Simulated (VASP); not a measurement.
Sn2S3, 5 atoms in the cell. It takes space group P-3m1 (No. 164, trigonal). Conventional cell: a = 3.877 Å, b = 3.877 Å, c = 9.218 Å, α = 90.00°, β = 90.00°, γ = 120.00°. Sn (site symmetry 3m) has 6 S at 2.61 to 2.81 Å within 3.4 Å. Within 3.9 Å of S (site symmetry -3m) lie 6 Sn at 2.81 Å and 12 S at 3.78 to 3.88 Å. S (site symmetry 3m) has 3 Sn at 2.61 Å within 3.4 Å. 

```yaml
Program: VASP 6.6.1
Task: single point
Functional: r2SCAN
Potentials_or_basis: VASP PAW PBE potentials, release 64 (Sn_d, S)
Cutoff: 520 eV
k_mesh: 12 × 12 × 4
Occupations: gaussian, width 0.1 eV
Spin: no spin polarisation
Dipole_correction: no
Further_INCAR_settings: ALGO = Normal; EDIFF = 1e-06; NBANDS = 31
```

Potentials or basis: VASP PAW PBE potentials, release 64 (Sn_d, S).

Launch:

```console
$ cat potpaw_PBE.64/Sn_d/POTCAR potpaw_PBE.64/S/POTCAR > POTCAR
$ cp INCAR.step1 INCAR
$ mpirun -np 1 vasp_std > vasp.out
$ cp INCAR.step2 INCAR
$ mpirun -np 1 vasp_std > vasp.out
```

Hardware: 1 thread of Intel Xeon 8259CL, with other jobs on the host.

Q: Estimate the wall time of this run.

A: It took 55 min on 1 thread of Intel Xeon 8259CL (shared host), peak memory 0.39 GiB. Counts: k points 69.
